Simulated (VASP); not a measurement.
A run of VASP 6.6.1 is set up as follows.

File INCAR:

```
PREC = Accurate
ENCUT = 520
EDIFF = 1E-6
ISMEAR = 0
SIGMA = 0.1
LREAL = False
LASPH = True
NELM = 100
ALGO = Normal
ISIF = 2
LWAVE = False
LCHARG = True
GGA = PE
LELF = True
LVHAR = True
NBANDS = 14
```

KPOINTS

```
regular mesh
0
Gamma
  11 11 11
```

Contents of POSCAR:

```
HfN
1.0
    0.0000000000      2.1941603919      2.1941603919
    2.1941603919      0.0000000000      2.1941603919
    2.1941603919      2.1941603919      0.0000000000
Hf N
1 1
Direct
    0.0000000000      0.0000000000      0.0000000000
    0.5000000000      0.5000000000      0.5000000000
```

Potentials or basis: VASP PAW PBE potentials, release 64 (Hf_pv, N).

The run is started by

```sh
$ cat potpaw_PBE.64/Hf_pv/POTCAR potpaw_PBE.64/N/POTCAR > POTCAR
$ mpirun -np 1 vasp_std > vasp.out
```

Question: What does it give for the pressure?

Answer: 33.0 GPa.
